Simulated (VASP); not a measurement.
# WC in VASP: single point with LDA

Aim: the single point of WC with LDA.

Program: VASP 6.6.1. These are calculated values, not measurements. Logs are shortened: lines on timing, memory, paths and dates and some standing lists are left out, and cuts for length are marked.

## (1) The cell of the first run

The cell holds a slab with vacuum, 16 atoms: a = 5.678 Å, b = 5.577 Å, c = 15.098 Å, α = 90.00°, β = 90.00°, γ = 90.00°.

## (2) Single point, LDA

Contents of INCAR:

```
SYSTEM = WC
PREC = Accurate ; ENCUT = 520
EDIFF = 1E-7 ; ISMEAR = -1
SIGMA = 0.05 ; LREAL = Auto
LASPH = .TRUE. ; NELM = 100
ALGO = Normal ; ISIF = 2
LWAVE = .FALSE. ; LCHARG = .FALSE.
NBANDS = 86
```

Contents of KPOINTS:

```
regular mesh
0
G
  2 2 1
  0 0 0
```

Contents of POSCAR:

```
WC
1.0
    5.6779000000      0.0000000000      0.0000000000
    0.0000000000      5.5768400000      0.0000000000
    0.0000000000      0.0000000000     15.0976710000
W C
8 8
Direct
    0.0000000000      0.0000000000      0.0662353816
    0.2405819053      0.0061862991      0.2294857266
    0.0000000000      0.4999964137      0.0662353816
    0.2393138308      0.4968584360      0.2316913648
    0.5000088061      0.0000000000      0.0662353816
    0.7397453284     -0.0057021539      0.2282338779
    0.5000088061      0.4999964137      0.0662353816
    0.7403265292      0.5030447350      0.2282934898
   -0.0105672872      0.2451746867      0.1638597105
    0.0105496751      0.3163798854      0.3163534296
   -0.0096338435      0.7514291247      0.1716423679
    0.3047957872      0.7742198091      0.3341045119
    0.4907800419      0.2508409780      0.1714900265
    0.7997322954      0.2175963449      0.3327665572
    0.4909385512      0.7571850726      0.1630450154
    0.5128480600      0.6824294762      0.3162143353
```

Potentials or basis: VASP PAW LDA potentials, release 64 (W_sv, C).

Command:

```
$ cat potpaw_LDA.64/W_sv/POTCAR potpaw_LDA.64/C/POTCAR > POTCAR
$ mpirun -np 1 vasp_std > vasp.out
```

OUTCAR:

```text
SYSTEM = WC
   PREC = Accurate
   ENCUT = 520
   EDIFF = 1E-7
   ISMEAR = -1
   LREAL = Auto
   LASPH = .TRUE.
   NELM = 100
   ISIF = 2

 ion  position               nearest neighbor table
   1  0.000  0.000  0.066-   9 2.01  11 2.11   3 2.79   3 2.79   2 2.82   5 2.84   5 2.84   6 2.86

   2  0.241  0.006  0.229-  12 2.07  13 2.16   9 2.19  11 2.19  15 2.23  10 2.53  16 2.71   4 2.74
                             1 2.82   6 2.84   4 2.84   6 2.84   5 2.87
   3  0.000  0.500  0.066-   9 2.05  11 2.12   1 2.79   1 2.79   7 2.84   7 2.84   4 2.84   8 2.86

   4  0.239  0.497  0.232-  10 2.08  13 2.18  11 2.20  12 2.22   9 2.24  16 2.26  15 2.29   2 2.74
                             8 2.83   2 2.84   3 2.84   8 2.85   7 2.90
   5  0.500  0.000  0.066-  15 1.99  13 2.12   7 2.79   7 2.79   6 2.80   1 2.84   1 2.84   2 2.87

   6  0.740  0.994  0.228-  14 2.04  11 2.14  15 2.17  13 2.19   9 2.22  16 2.54  10 2.71   8 2.74
                             5 2.80   2 2.84   8 2.84   2 2.84   1 2.86
   7  0.500  0.500  0.066-  15 2.05  13 2.11   5 2.79   5 2.79   8 2.80   3 2.84   3 2.84   4 2.90

   8  0.740  0.503  0.228-  16 2.10  11 2.16  13 2.17  15 2.23   9 2.24  14 2.27  10 2.28   6 2.74
                             7 2.80   4 2.83   6 2.84   4 2.85   3 2.86
   9  0.989  0.245  0.164-   1 2.01   3 2.05   2 2.19   6 2.22   8 2.24   4 2.24
  10  0.011  0.316  0.316-  14 1.34   4 2.08   8 2.28   2 2.53   6 2.71
  11  0.990  0.751  0.172-   1 2.11   3 2.12   6 2.14   8 2.16   2 2.19   4 2.20
  12  0.305  0.774  0.334-  16 1.32   2 2.07   4 2.22
  13  0.491  0.251  0.171-   7 2.11   5 2.12   2 2.16   8 2.17   4 2.18   6 2.19
  14  0.800  0.218  0.333-  10 1.34   6 2.04   8 2.27
  15  0.491  0.757  0.163-   5 1.99   7 2.05   6 2.17   2 2.23   8 2.23   4 2.29
  16  0.513  0.682  0.316-  12 1.32   8 2.10   4 2.26   6 2.54   2 2.71

  LATTYP: Found a simple orthorhombic cell.
 ALAT       =     5.5768400000
 B/A-ratio  =     1.0181213734
 C/A-ratio  =     2.7072089212

  Lattice vectors:

 A1 = (   0.0000000000,  -5.5768400000,   0.0000000000)
 A2 = (   5.6779000000,   0.0000000000,   0.0000000000)
 A3 = (   0.0000000000,   0.0000000000,  15.0976710000)

Analysis of symmetry for initial positions (statically):
=====================================================================
 Subroutine PRICEL returns:
 Original cell was already a primitive cell.

 Routine SETGRP: Setting up the symmetry group for a
 simple orthorhombic supercell.

 Subroutine GETGRP returns: Found  1 space group operations
 (whereof  1 operations were pure point group operations)
 out of a pool of  8 trial point group operations.

The static configuration has the point symmetry C_1 .

Analysis of symmetry for dynamics (positions and initial velocities):
=====================================================================
 Subroutine PRICEL returns:
 Original cell was already a primitive cell.

 Routine SETGRP: Setting up the symmetry group for a
 simple orthorhombic supercell.

 Subroutine GETGRP returns: Found  1 space group operations
 (whereof  1 operations were pure point group operations)
 out of a pool of  8 trial point group operations.

The dynamic configuration has the point symmetry C_1 .

 Subroutine INISYM returns: Found  1 space group operations
 (whereof  1 operations are pure point group operations),
 and found     1 'primitive' translations

----------------------------------------------------------------------------------------

                                     Primitive cell

  volume of cell :     478.0638

  direct lattice vectors                    reciprocal lattice vectors
     5.677900000  0.000000000  0.000000000     0.176121453  0.000000000  0.000000000
     0.000000000  5.576840000  0.000000000     0.000000000  0.179313016  0.000000000
     0.000000000  0.000000000 15.097671000     0.000000000  0.000000000  0.066235382

  length of vectors
     5.677900000  5.576840000 15.097671000     0.176121453  0.179313016  0.066235382

  position of ions in fractional coordinates (direct lattice)
     0.000000000  0.000000000  0.066235382
     0.240581905  0.006186299  0.229485727
     0.000000000  0.499996414  0.066235382
     0.239313831  0.496858436  0.231691365
     0.500008806  0.000000000  0.066235382
     0.739745328  0.994297846  0.228233878
[... 8 lines left out ...]
     0.490938551  0.757185073  0.163045015
     0.512848060  0.682429476  0.316214335

  ion indices of the primitive-cell ions
   primitive index   ion index
                 1           1
                 2           2
                 3           3
                 4           4
                 5           5
                 6           6
[... 8 lines left out ...]
                15          15
                16          16

----------------------------------------------------------------------------------------

 KPOINTS: regular mesh

Automatic generation of k-mesh.
 Grid dimensions read from file:
 generate k-points for:    2    2    1

 Generating k-lattice:

  Cartesian coordinates                     Fractional coordinates (reciprocal lattice)
     0.088060727  0.000000000  0.000000000     0.500000000  0.000000000  0.000000000
     0.000000000  0.089656508  0.000000000     0.000000000  0.500000000  0.000000000
     0.000000000  0.000000000  0.066235382     0.000000000  0.000000000  1.000000000

  Length of vectors
     0.088060727  0.089656508  0.066235382

  Shift w.r.t. Gamma in fractional coordinates (k-lattice)
     0.000000000  0.000000000  0.000000000

 Subroutine IBZKPT returns following result:
 ===========================================

 Found      4 irreducible k-points:

 Following reciprocal coordinates:
            Coordinates               Weight
  0.000000  0.000000  0.000000      1.000000
  0.500000  0.000000  0.000000      1.000000
  0.000000  0.500000  0.000000      1.000000
  0.500000  0.500000  0.000000      1.000000
   k-points           NKPTS =      4   k-points in BZ     NKDIM =      4   number of bands    NBANDS=     86
   number of dos      NEDOS =    301   number of ions     NIONS =     16
   total plane-waves  NPLWV = 197568
   dimension x,y,z NGX =    42 NGY =   42 NGZ =  112
   dimension x,y,z NGXF=    84 NGYF=   84 NGZF=  224
   ions per type =               8   8
   NGX,Y,Z   is equivalent  to a cutoff of  12.30, 12.52, 12.33 a.u.
   NGXF,Y,Z  is equivalent  to a cutoff of  24.59, 25.04, 24.67 a.u.
 SYSTEM =  WC
   PREC   = accura    normal or accurate (medium, high low for compatibility)
   ISTART =      0    job   : 0-new  1-cont  2-samecut
   ICHARG =      2    charge: 1-file 2-atom 10-const
   ISPIN  =      1    spin polarized calculation?
   LNONCOLLINEAR =      F non collinear calculations
   LSORBIT =      F    spin-orbit coupling
   LASPH  =      T    aspherical Exc in radial PAW
   ENCUT  =  520.0 eV  38.22 Ry    6.18 a.u.  10.56 10.37 28.07*2*pi/ulx,y,z
   NELM   =    100;   NELMIN=  2; NELMDL= -5     # of ELM steps
   EDIFF  = 0.1E-06   stopping-criterion for ELM
   LREAL  =      T    real-space projection
   EDIFFG = 0.1E-05   stopping-criterion for IOM
   NSW    =      0    number of steps for IOM
   IBRION =     -1    ionic relax: 0-MD 1-quasi-New 2-CG
   NFREE  =      0    steps in history (QN), initial steepest desc. (CG)
   ISIF   =      2    stress and relaxation
   ISYM   =      2    0-nonsym 1-usesym 2-fastsym
   POTIM  = 0.5000    time-step for ionic-motion
   TEBEG  =    0.0;   TEEND  =   0.0 temperature during run
   PSTRESS=    0.0 pullay stress
   NELECT =     144.0000    total number of electrons
   NUPDOWN=      -1.0000    fix difference up-down
   EMIN   =  10.00;   EMAX   =-10.00  energy-range for DOS
   EFERMI =   0.00;   METHOD = LEGACY
   ISMEAR =    -1;   SIGMA  =   0.05  broadening in eV -4-tet -1-fermi 0-gaus
   EFERMI_NEDOS =   21; number of points for ismear=-14 and -15
   IALGO  =     38    algorithm
   IMIX   =      4    mixing-type and parameters
     AMIX     =   0.40;   BMIX     =  1.00
     AMIX_MAG =   1.60;   BMIX_MAG =  1.00
  volume/ion in A,a.u.               =      29.88       201.63
  Fermi-wavevector in a.u.,A,eV,Ry     =   1.097405  2.073795 16.385473  1.204298
  Thomas-Fermi vector in A             =   2.233765
   LORBIT       =      0    0 simple, 1 ext, 2 COOP (PROOUT), +10 PAW based schemes
   GGA     = CA    functional components
   LHFCALC =     F    Hartree Fock is set to
   AEXX    =    0.0000 exact exchange contribution
   IVDW    =     0    specifies the selected vdW correction
   LEPSILON=     F    determine dielectric tensor
   LRPA    =     F    only Hartree local field effects (RPA)
 non-spin polarized calculation
  energy-cutoff  :      520.00
  volume of cell :      478.06
 maximum number of plane-waves:     12909
   NGX = 21   NGY = 21   NGZ = 57

 number of electron     143.9999994 magnetization

 Free energy of the ion-electron system (eV)
  ---------------------------------------------------
  ext. energy  EPLUGINS =         0.00000000
  ---------------------------------------------------
  free energy    TOTEN  =      -175.58352089 eV

  energy without entropy =     -175.49299843  energy(sigma->0) =     -175.53825966

 E-fermi :   0.5232     XC(G=0):  -6.2989

 val. band max:        0.4071970825   @ k =   0.5000   0.0000   0.0000
 cond. band min:       0.5244608106   @ k =   0.5000   0.0000   0.0000
 fundamental gap:      0.1172637281
 Fermi energy:         0.5232440483

 k-point     1 :       0.0000    0.0000    0.0000
  band No.  band energies     occupation
      1     -73.6277      2.00000
      2     -73.5806      2.00000
      3     -73.4726      2.00000
      4     -73.4223      2.00000
      5     -73.1333      2.00000
      6     -73.0950      2.00000
[... 76 lines left out ...]
     83       3.1124      0.00000
     84       3.3953      0.00000

 k-point     2 :       0.5000    0.0000    0.0000
  band No.  band energies     occupation
      1     -73.6145      2.00000
      2     -73.5939      2.00000
      3     -73.4618      2.00000
      4     -73.4332      2.00000
      5     -73.1202      2.00000
      6     -73.1075      2.00000
[... 76 lines left out ...]
     83       2.5451      0.00000
     84       2.5653      0.00000

 k-point     3 :       0.0000    0.5000    0.0000
  band No.  band energies     occupation
      1     -73.6233      2.00000
      2     -73.5765      2.00000
      3     -73.4770      2.00000
      4     -73.4266      2.00000
      5     -73.1170      2.00000
      6     -73.0963      2.00000
[... 76 lines left out ...]
     83       2.5966      0.00000
     84       2.6926      0.00000

 k-point     4 :       0.5000    0.5000    0.0000
  band No.  band energies     occupation
      1     -73.6101      2.00000
      2     -73.5897      2.00000
      3     -73.4663      2.00000
      4     -73.4374      2.00000
      5     -73.1056      2.00000
      6     -73.0870      2.00000
[... 76 lines left out ...]
     83       1.8697      0.00000
     84       1.8879      0.00000
 [bands above 84 left out]

------------------------ aborting loop because EDIFF is reached ----------------------------------------

  FORCE on cell =-STRESS in cart. coord.  units (eV):
  Direction    XX          YY          ZZ          XY          YZ          ZX
  --------------------------------------------------------------------------------------
  -------------------------------------------------------------------------------------
  Total      -12.4259359     -7.5691851      2.1478422     -0.0333503      0.5263311      2.4684177
  in kB      -41.6441317    -25.3672756      7.1982523     -0.1117698      1.7639396      8.2726252
  external PRESSURE =     -19.9377184 kB  Pullay stress =       0.0000000 kB

 VOLUME and BASIS-vectors are now :
 -----------------------------------------------------------------------------
  energy-cutoff  :      520.00
  volume of cell :      478.06
      direct lattice vectors                 reciprocal lattice vectors
     5.677900000  0.000000000  0.000000000     0.176121453  0.000000000  0.000000000
     0.000000000  5.576840000  0.000000000     0.000000000  0.179313016  0.000000000
     0.000000000  0.000000000 15.097671000     0.000000000  0.000000000  0.066235382

 POSITION                                       TOTAL-FORCE (eV/Angst)
 -----------------------------------------------------------------------------------
      0.00000      0.00000      1.00000        -0.245801     -0.676236     -0.080767
      1.36600      0.03450      3.46470         0.107193      0.020250     -0.312176
      0.00000      2.78840      1.00000         0.157661     -0.035582     -0.146644
      1.35880      2.77090      3.49800        -0.034000      0.177654     -0.186395
      2.83900      0.00000      1.00000        -0.399547      0.856955     -0.254123
      4.20020      5.54504      3.44580         0.074997     -0.156905     -0.069013
[... 8 lines left out ...]
      2.78750      4.22270      2.46160        -0.113844     -0.170974      0.271879
      2.91190      3.80580      4.77410        -0.028189      0.130268      0.053051
 -----------------------------------------------------------------------------------
    total drift:                               -0.018794     -0.007814     -0.001140

  FREE ENERGIE OF THE ION-ELECTRON SYSTEM (eV)
  ---------------------------------------------------
  free  energy   TOTEN  =      -175.5835208895 eV

  energy  without entropy=     -175.4929984259  energy(sigma->0) =     -175.53825966
```

It took 6.8 min on 1 thread of AMD EPYC 7R13 (Zen 3), shared host; peak memory 0.38 GiB.

Results:

| Quantity | Value |
| --- | --- |
| Free energy | -175.5835 eV |
| Largest force | 1.914 eV/Å |
| Band gap on the k mesh | zero (bands 72 and 73 overlap by 0.35 eV) |

Forces in eV/Å, atoms in the order of the input:
```
W   -0.246 -0.676 -0.081
W    0.107  0.020 -0.312
W    0.158 -0.036 -0.147
W   -0.034  0.178 -0.186
W   -0.400  0.857 -0.254
W    0.075 -0.157 -0.069
W    0.035  0.084 -0.277
W   -0.285 -0.199  0.798
C    0.115 -0.132 -0.028
C   -1.095 -0.667  0.354
C    0.102 -0.088 -0.068
C    0.328 -0.349  0.023
C   -0.170 -0.043 -0.090
C    1.451  1.249  0.012
C   -0.114 -0.171  0.272
C   -0.028  0.130  0.053
```

Caveat: the k points lie up to 0.56 Å⁻¹ apart; there is no dipole correction, which matters where the two faces differ; spin-orbit coupling is left out, which moves the levels of the heavy elements.

The gap in the log of VASP goes by the Fermi energy; the results here count the filled bands.